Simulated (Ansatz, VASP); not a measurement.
Na in VASP and in Ansatz

```
CELL_PARAMETERS angstrom
-2.15985 2.15985 2.11750
2.15985 -2.15985 2.11750
2.15985 2.15985 -2.11750
ATOMIC_POSITIONS crystal
Na 0.00000 0.00000 0.00000
```

Change from the starting cell: equal xx and yy strain of +2 %.

Alike in both runs: task single point; functional PBEsol; k mesh 11 × 11 × 11; occupations fermi-dirac, width 0.03 eV; no spin polarisation.

|  | VASP | Ansatz |
| --- | --- | --- |
| version | VASP 6.6.1 | Ansatz 0.2.0 |
| potentials or method | VASP PAW PBE potentials, release 64 (Na_pv), cutoff 520 eV | all-electron LAPW, scalar-relativistic |

```csv
,VASP,Ansatz,Ansatz less VASP
pressure (GPa),-0.6,-0.6,+0.02
```

VASP's potentials were made for PBE, not for PBEsol. Ansatz ran all-electron here, and VASP with PAW potentials.
